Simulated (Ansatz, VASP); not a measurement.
# BAs in VASP and in Ansatz

```
B As
1.0
     0.00000    2.41648    2.41648
     2.41648    0.00000    2.41648
     2.41648    2.41648    0.00000
B As
1 1
Direct
  0.00000 0.00000 0.00000
  0.25000 0.25000 0.25000
```

Alike in both runs: task single point; functional PBE; k mesh 4 × 4 × 4; no spin polarisation.

|  | VASP | Ansatz |
| --- | --- | --- |
| version | VASP 6.6.1 | Ansatz 0.2.0-dev |
| potentials or method | VASP PAW PBE potentials, release 64 (B, As), cutoff 500 eV | hard PAW set made for 700 eV |
| occupations | gaussian, width 0.01 eV | fixed |

Ansatz gave:

| Property | Result |
| --- | --- |
| gap on the k mesh at the Fermi level (eV) | 1.47 |

Q: What did VASP give for the same quantities?

A: gap on the k mesh at the Fermi level (eV): 1.45.

The k mesh is coarse, so the values compare programs but aren't converged.
